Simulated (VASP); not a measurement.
KMgPd3:

```
K Mg Pd
1.0
     3.54285    0.00000    0.00000
     0.00000    3.54285    0.00000
     0.00000    0.00000    7.96973
K Mg Pd
1 1 3
Direct
  0.50000 0.50000 0.50000
  0.00000 0.00000 0.00000
  0.00000 0.00000 0.71929
  0.00000 0.00000 0.28071
  0.50000 0.50000 0.00000
```

The cell was built from a structure type or drawn by symmetry, and may not be a known phase.

* Program: VASP 6.6.1
* Task: relaxation of cell and atoms
* Functional: PBE
* Potentials or basis: VASP PAW PBE potentials, release 64 (K_sv, Mg, Pd)
* Cutoff: 600 eV
* k mesh: 6 × 6 × 2
* Occupations: gaussian, width 0.1 eV
* Spin: no spin polarisation

At the start: pressure 6.5 GPa; volume 20.01 Å³/atom.

How do energy, volume and symmetry change on relaxing?

Over 23 steps the energy falls by 72.0 meV/atom and the volume is 22.77 Å³/atom (+13.8 %); space group P4/mmm (No. 123, to 0.1 Å) before and after.

The path:
```
step  energy change (eV)  largest force (eV/Å)  pressure (GPa)  volume (Å³)
   1              0.0000                1.2633            6.55       100.03
   2             -0.3082                0.2513           -0.68       112.24
   3             -0.3179                0.0861            0.20       110.06
   4             -0.3178                0.1031            0.12       110.27
   5             -0.3188                0.0855            0.00       110.65
   6             -0.3193                0.0576           -0.18       111.27
   7             -0.3203                0.0432           -0.11       111.17
   8             -0.3223                0.0026            0.10       110.88
   9             -0.3229                0.1042            0.56       110.30
  10             -0.3233                0.0635            0.38       110.52
  11             -0.3236                0.0638            0.39       110.53
  12             -0.3245                0.0637            0.40       110.54
  13             -0.3264                0.0648            0.45       110.56
  14             -0.3304                0.0710            0.54       110.61
  15             -0.3383                0.0959            0.72       110.67
  16             -0.3446                0.2060            1.19       110.71
  17             -0.3483                0.1904            1.07       111.14
  18             -0.3523                0.1555            0.75       112.38
  19             -0.3524                0.1588            0.78       112.25
  20             -0.3548                0.1335            0.64       112.52
  21             -0.3593                0.0615            0.22       113.32
  22             -0.3567                0.0672           -0.55       114.93
  23             -0.3600                0.0163           -0.05       113.86
```

Final structure:
```
K Mg Pd
1.0
     3.51960    0.00000    0.00000
     0.00000    3.51960    0.00000
     0.00000    0.00000    9.19136
K Mg Pd
1 1 3
Direct
  0.50000 0.50000 0.50000
  0.00000 0.00000 0.00000
  0.00000 0.00000 0.73708
  0.00000 0.00000 0.26292
  0.50000 0.50000 0.00000
```

Caveat: the k points lie up to 0.34 Å⁻¹ apart in the final cell, too coarse for converged energies and pressures of a metal; a cell axis changed by over 15 % at a fixed basis, so the end point is rough.
